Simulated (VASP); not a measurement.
V, 1 atom in the cell. Symmetry: Im-3m, No. 229, cubic system. The conventional cell has a = 2.922 Å, b = 2.922 Å, c = 2.922 Å, α = 90.00°, β = 90.00°, γ = 90.00°. V (site symmetry m-3m) has 14 V at 2.53 to 2.92 Å within 3.3 Å. 

```yaml
Program: VASP 6.6.1
Task: single point
Functional: LDA
Potentials_or_basis: VASP PAW LDA potentials, release 64 (V_sv)
Cutoff: 520 eV
k_mesh: 16 × 16 × 16
Occupations: fermi-dirac, width 0.136057 eV
Spin: no spin polarisation
Dipole_correction: no
Further_INCAR_settings: ALGO = Normal; EDIFF = 1e-06; NBANDS = 12
```

Potentials or basis: VASP PAW LDA potentials, release 64 (V_sv).

The run is started by

```bash
$ cat potpaw_LDA.64/V_sv/POTCAR > POTCAR
$ mpirun -np 1 vasp_std > vasp.out
```

Hardware: 1 thread of Intel(R) Xeon(R) Platinum 8488C (Sapphire Rapids), on a shared host.

**Question.** How long does it take, and how much memory?

**Answer.** It took 24 s on 1 thread of Intel(R) Xeon(R) Platinum 8488C (Sapphire Rapids), on a shared host, peak memory 0.13 GiB. Counts: scf iterations 11, k points 145.
